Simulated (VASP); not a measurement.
# Ge (P6_3/mmc) in VASP: further runs

The runs below take Ge through single point, with PBE.

Everything below comes from runs of VASP 6.6.1. Logs are shortened: lines on timing, memory, paths and dates and some standing lists are left out, and cuts for length are marked.

### Step 1. The cell of the first run

The structure is hexagonal, space group P6_3/mmc (No. 194). Conventional cell: a = 4.119 Å, b = 4.119 Å, c = 6.632 Å, α = 90.00°, β = 90.00°, γ = 120.00°. Within 3.3 Å of Ge (site symmetry 3m) lie 4 Ge at 2.48 to 2.52 Å.

### Step 2. Single point, PBE (biaxial strain in the a-b plane: +1.5 %)

INCAR reads:

```
  PREC = Accurate
  ENCUT = 520
  EDIFF = 1E-6
  ISMEAR = 0
  SIGMA = 0.1
  LREAL = F
  LASPH = T
  NELM = 100
  ALGO = Normal
  ISIF = 2
  LWAVE = F
  LCHARG = F
  GGA = PE
  NBANDS = 36
```

KPOINTS reads:

```
Automatic mesh
0
Gamma
  12 12 8
```

POSCAR reads:

```
Ge
1.0
    4.1190290588      0.0000000000      0.0000000000
   -2.0595145294      3.5671838038      0.0000000000
    0.0000000000      0.0000000000      6.6322954374
Ge
4
Direct
    0.6666666667      0.3333333333      0.0627911807
    0.3333333333      0.6666666667      0.5627911807
    0.6666666667      0.3333333333      0.4372088193
    0.3333333333      0.6666666667      0.9372088193
```

Potentials or basis: VASP PAW PBE potentials, release 64 (Ge_d).

The run is started by

```console
> cat potpaw_PBE.64/Ge_d/POTCAR > POTCAR
> mpirun -np 1 vasp_std > vasp.out
```

OUTCAR:

```text
PREC = Accurate
   ENCUT = 520
   EDIFF = 1E-6
   ISMEAR = 0
   LREAL = F
   LASPH = T
   NELM = 100
   ISIF = 2
   GGA = PE

 ion  position               nearest neighbor table
   1  0.667  0.333  0.063-   3 2.48   4 2.52   4 2.52   4 2.52
   2  0.333  0.667  0.563-   4 2.48   3 2.52   3 2.52   3 2.52
   3  0.667  0.333  0.437-   1 2.48   2 2.52   2 2.52   2 2.52
   4  0.333  0.667  0.937-   2 2.48   1 2.52   1 2.52   1 2.52

  LATTYP: Found a hexagonal cell.
 ALAT       =     4.1190290588
 C/A-ratio  =     1.6101599049

  Lattice vectors:

 A1 = (   4.1190290588,   0.0000000000,   0.0000000000)
 A2 = (  -2.0595145294,   3.5671838038,   0.0000000000)
 A3 = (   0.0000000000,   0.0000000000,   6.6322954374)

Analysis of symmetry for initial positions (statically):
=====================================================================
 Subroutine PRICEL returns:
 Original cell was already a primitive cell.

 Routine SETGRP: Setting up the symmetry group for a
 hexagonal supercell.

 Subroutine GETGRP returns: Found 24 space group operations
 (whereof 12 operations were pure point group operations)
 out of a pool of 24 trial point group operations.

The static configuration has the point symmetry D_3d.
 The point group associated with its full space group is D_6h.

Analysis of symmetry for dynamics (positions and initial velocities):
=====================================================================
 Subroutine PRICEL returns:
 Original cell was already a primitive cell.

 Routine SETGRP: Setting up the symmetry group for a
 hexagonal supercell.

 Subroutine GETGRP returns: Found 24 space group operations
 (whereof 12 operations were pure point group operations)
 out of a pool of 24 trial point group operations.

The dynamic configuration has the point symmetry D_3d.
 The point group associated with its full space group is D_6h.

 Subroutine INISYM returns: Found 24 space group operations
 (whereof 12 operations are pure point group operations),
 and found     1 'primitive' translations

----------------------------------------------------------------------------------------

                                     Primitive cell

  volume of cell :      97.4505

  direct lattice vectors                    reciprocal lattice vectors
     4.119029059  0.000000000  0.000000000     0.242775660  0.140166593  0.000000000
    -2.059514529  3.567183804  0.000000000     0.000000000  0.280333186  0.000000000
     0.000000000  0.000000000  6.632295437     0.000000000  0.000000000  0.150777360

  length of vectors
     4.119029059  4.119029059  6.632295437     0.280333186  0.280333186  0.150777360

  position of ions in fractional coordinates (direct lattice)
     0.666666667  0.333333333  0.062791181
     0.333333333  0.666666667  0.562791181
     0.666666667  0.333333333  0.437208819
     0.333333333  0.666666667  0.937208819

  ion indices of the primitive-cell ions
   primitive index   ion index
                 1           1
                 2           2
                 3           3
                 4           4

----------------------------------------------------------------------------------------

 KPOINTS: Automatic mesh

Automatic generation of k-mesh.
 Grid dimensions read from file:
 generate k-points for:   12   12    8

 Generating k-lattice:

  Cartesian coordinates                     Fractional coordinates (reciprocal lattice)
     0.020231305  0.011680549  0.000000000     0.083333333 -0.000000000  0.000000000
     0.000000000  0.023361099  0.000000000     0.000000000  0.083333333  0.000000000
     0.000000000  0.000000000  0.018847170     0.000000000  0.000000000  0.125000000

  Length of vectors
     0.023361099  0.023361099  0.018847170

  Shift w.r.t. Gamma in fractional coordinates (k-lattice)
     0.000000000  0.000000000  0.000000000

 Subroutine IBZKPT returns following result:
 ===========================================

 Found     95 irreducible k-points:

 Following reciprocal coordinates:
            Coordinates               Weight
  0.000000  0.000000  0.000000      1.000000
  0.083333 -0.000000  0.000000      6.000000
  0.166667  0.000000  0.000000      6.000000
  0.250000  0.000000  0.000000      6.000000
  0.333333  0.000000  0.000000      6.000000
  0.416667  0.000000  0.000000      6.000000
[... 16 lines left out ...]
  0.250000  0.000000  0.125000     12.000000
  0.333333  0.000000  0.125000     12.000000
 [... further k-points ...]
   k-points           NKPTS =     95   k-points in BZ     NKDIM =     95   number of bands    NBANDS=     36
   number of dos      NEDOS =    301   number of ions     NIONS =      4
   total plane-waves  NPLWV =  51200
   dimension x,y,z NGX =    32 NGY =   32 NGZ =   50
   dimension x,y,z NGXF=    64 NGYF=   64 NGZF=  100
   ions per type =               4
   NGX,Y,Z   is equivalent  to a cutoff of  12.92, 12.92, 12.53 a.u.
   NGXF,Y,Z  is equivalent  to a cutoff of  25.83, 25.83, 25.07 a.u.
 SYSTEM =  unknown system
   PREC   = accura    normal or accurate (medium, high low for compatibility)
   ISTART =      0    job   : 0-new  1-cont  2-samecut
   ICHARG =      2    charge: 1-file 2-atom 10-const
   ISPIN  =      1    spin polarized calculation?
   LNONCOLLINEAR =      F non collinear calculations
   LSORBIT =      F    spin-orbit coupling
   LASPH  =      T    aspherical Exc in radial PAW
   ENCUT  =  520.0 eV  38.22 Ry    6.18 a.u.   7.66  7.66 12.33*2*pi/ulx,y,z
   NELM   =    100;   NELMIN=  2; NELMDL= -5     # of ELM steps
   EDIFF  = 0.1E-05   stopping-criterion for ELM
   LREAL  =      F    real-space projection
[... 7 lines left out ...]
   TEBEG  =    0.0;   TEEND  =   0.0 temperature during run
   PSTRESS=    0.0 pullay stress
   NELECT =      56.0000    total number of electrons
   NUPDOWN=      -1.0000    fix difference up-down
   EMIN   =  10.00;   EMAX   =-10.00  energy-range for DOS
   EFERMI =   0.00;   METHOD = LEGACY
   ISMEAR =     0;   SIGMA  =   0.10  broadening in eV -4-tet -1-fermi 0-gaus
   EFERMI_NEDOS =   21; number of points for ismear=-14 and -15
   IALGO  =     38    algorithm
   IMIX   =      4    mixing-type and parameters
     AMIX     =   0.40;   BMIX     =  1.00
     AMIX_MAG =   1.60;   BMIX_MAG =  1.00
  volume/ion in A,a.u.               =      24.36       164.41
  Fermi-wavevector in a.u.,A,eV,Ry     =   1.361056  2.572024 25.204444  1.852474
  Thomas-Fermi vector in A             =   2.487665
   LORBIT       =      0    0 simple, 1 ext, 2 COOP (PROOUT), +10 PAW based schemes
   GGA     = PE    functional components
   LHFCALC =     F    Hartree Fock is set to
   AEXX    =    0.0000 exact exchange contribution
   IVDW    =     0    specifies the selected vdW correction
   LEPSILON=     F    determine dielectric tensor
   LRPA    =     F    only Hartree local field effects (RPA)
 non-spin polarized calculation
 Gauss-broadening in eV      SIGMA  =   0.10
  energy-cutoff  :      520.00
  volume of cell :       97.45
 maximum number of plane-waves:      2659
 NGX is ok and might be reduce to    32
   NGX = 15   NGY = 15   NGZ = 25

 number of electron      56.0000024 magnetization

 Free energy of the ion-electron system (eV)
  ---------------------------------------------------
  ext. energy  EPLUGINS =         0.00000000
  ---------------------------------------------------
  free energy    TOTEN  =       -17.97795325 eV

  energy without entropy =      -17.97725231  energy(sigma->0) =      -17.97760278

 E-fermi :   4.3483     XC(G=0):  -9.5740

 val. band max:        4.3221806135   @ k =   0.0833  -0.0000   0.0000
 cond. band min:       4.3585526576   @ k =   0.0000   0.0000   0.1250
 fundamental gap:      0.0363720441
 Fermi energy:         4.3483436491

 k-point     1 :       0.0000    0.0000    0.0000
  band No.  band energies     occupation
      1     -20.4470      2.00000
      2     -20.4470      2.00000
      3     -20.4339      2.00000
      4     -20.4174      2.00000
      5     -20.4115      2.00000
      6     -20.4115      2.00000
[... 28 lines left out ...]
     35       8.7837      0.00000
     36      10.3428      0.00000

 k-point     2 :       0.0833   -0.0000    0.0000
  band No.  band energies     occupation
      1     -20.4528      2.00000
      2     -20.4483      2.00000
      3     -20.4364      2.00000
      4     -20.4138      2.00000
      5     -20.4116      2.00000
      6     -20.4107      2.00000
[... 28 lines left out ...]
     35       9.0642      0.00000
     36      10.6925      0.00000

 k-point     3 :       0.1667    0.0000    0.0000
  band No.  band energies     occupation
      1     -20.4617      2.00000
      2     -20.4511      2.00000
      3     -20.4421      2.00000
      4     -20.4190      2.00000
      5     -20.4112      2.00000
      6     -20.4009      2.00000
[... 28 lines left out ...]
     35       9.8013      0.00000
     36      10.1486      0.00000

 k-point     4 :       0.2500    0.0000    0.0000
  band No.  band energies     occupation
      1     -20.4680      2.00000
      2     -20.4537      2.00000
      3     -20.4488      2.00000
      4     -20.4243      2.00000
      5     -20.4087      2.00000
      6     -20.3932      2.00000
[... 28 lines left out ...]
     35      10.2772      0.00000
     36      10.8108      0.00000

 k-point     5 :       0.3333    0.0000    0.0000
  band No.  band energies     occupation
      1     -20.4708      2.00000
      2     -20.4553      2.00000
      3     -20.4552      2.00000
      4     -20.4285      2.00000
      5     -20.4038      2.00000
      6     -20.3874      2.00000
[... 655 lines left out ...]
 k-point    22 :       0.1667    0.0000    0.1250
  band No.  band energies     occupation
      1     -20.4604      2.00000
      2     -20.4502      2.00000
      3     -20.4410      2.00000
      4     -20.4210      2.00000
      5     -20.4137      2.00000
      6     -20.4013      2.00000
[... 28 lines left out ...]
     35       9.6800      0.00000
     36      10.3880      0.00000

 k-point    23 :       0.2500    0.0000    0.1250
  band No.  band energies     occupation
      1     -20.4666      2.00000
      2     -20.4528      2.00000
      3     -20.4475      2.00000
      4     -20.4260      2.00000
      5     -20.4110      2.00000
      6     -20.3935      2.00000
[... 28 lines left out ...]
     35      10.2801      0.00000
     36      10.6715      0.00000

 k-point    24 :       0.3333    0.0000    0.1250
  band No.  band energies     occupation
      1     -20.4692      2.00000
      2     -20.4544      2.00000
      3     -20.4538      2.00000
      4     -20.4299      2.00000
      5     -20.4057      2.00000
      6     -20.3874      2.00000
[... 28 lines left out ...]
     35      10.8849      0.00000
     36      11.7435      0.00000

 [... further k-points ...]

------------------------ aborting loop because EDIFF is reached ----------------------------------------

  FORCE on cell =-STRESS in cart. coord.  units (eV):
  Direction    XX          YY          ZZ          XY          YZ          ZX
  --------------------------------------------------------------------------------------
  -------------------------------------------------------------------------------------
  Total       -1.4504018     -1.4504018      0.7783574      0.0000000      0.0000000      0.0000000
  in kB      -23.8459544    -23.8459544     12.7969199      0.0000000      0.0000000      0.0000000
  external PRESSURE =     -11.6316629 kB  Pullay stress =       0.0000000 kB

 VOLUME and BASIS-vectors are now :
 -----------------------------------------------------------------------------
  energy-cutoff  :      520.00
  volume of cell :       97.45
      direct lattice vectors                 reciprocal lattice vectors
     4.119029059  0.000000000  0.000000000     0.242775660  0.140166593  0.000000000
    -2.059514529  3.567183804  0.000000000     0.000000000  0.280333186  0.000000000
     0.000000000  0.000000000  6.632295437     0.000000000  0.000000000  0.150777360

 POSITION                                       TOTAL-FORCE (eV/Angst)
 -----------------------------------------------------------------------------------
      2.05951      1.18906      0.41645        -0.000000      0.000000     -0.203374
     -0.00000      2.37812      3.73260        -0.000000     -0.000000     -0.203374
      2.05951      1.18906      2.89970         0.000000      0.000000      0.203374
     -0.00000      2.37812      6.21585        -0.000000     -0.000000      0.203374
 -----------------------------------------------------------------------------------
    total drift:                               -0.000000      0.000000     -0.000000

  FREE ENERGIE OF THE ION-ELECTRON SYSTEM (eV)
  ---------------------------------------------------
  free  energy   TOTEN  =       -17.9779532501 eV

  energy  without entropy=      -17.9772523053  energy(sigma->0) =      -17.97760278
```

It took 3 min on 1 thread of Intel Xeon Platinum 8488C (Sapphire Rapids), shared host; peak memory 0.37 GiB.

Results:

```
Free energy            : -17.9780 eV
Pressure               : -1.2 GPa
Largest force          : 0.203 eV/Å
Band gap on the k mesh : zero (band 28 reaches 4.36 eV, above the bottom of band 29 at 4.12 eV)
```

Forces on the atoms (eV/Å):
```
Ge   0.000  0.000 -0.203
Ge   0.000  0.000 -0.203
Ge   0.000  0.000  0.203
Ge   0.000  0.000  0.203
```

Levels at points of the mesh, in eV from the Fermi level:
| k point | band 24 | band 25 | band 26 | band 27 | band 28 | band 29 | band 30 | band 31 | band 32 | band 33 |
| --- | --- | --- | --- | --- | --- | --- | --- | --- | --- | --- |
| (0.00, 0.00, 0.00) | -1.49 | -1.49 | -0.55 | -0.44 | -0.13 | 0.12 | 0.12 | 2.14 | 2.14 | 2.95 |
| (0.50, 0.00, 0.00) | -6.50 | -4.28 | -2.91 | -2.61 | -1.29 | 0.51 | 1.54 | 3.58 | 3.62 | 4.48 |
| (0.00, 0.00, 0.50) | -4.68 | -0.87 | -0.87 | -0.87 | -0.87 | 0.37 | 0.37 | 3.25 | 3.25 | 3.25 |
| (0.50, 0.00, 0.50) | -7.60 | -2.31 | -2.31 | -2.26 | -2.26 | 0.52 | 0.52 | 2.23 | 2.23 | 5.92 |

Caveat: the cell differs from its parent crystal (biaxial strain in the a-b plane: +1.5 %).

(Part 1 of 2 ends here.)
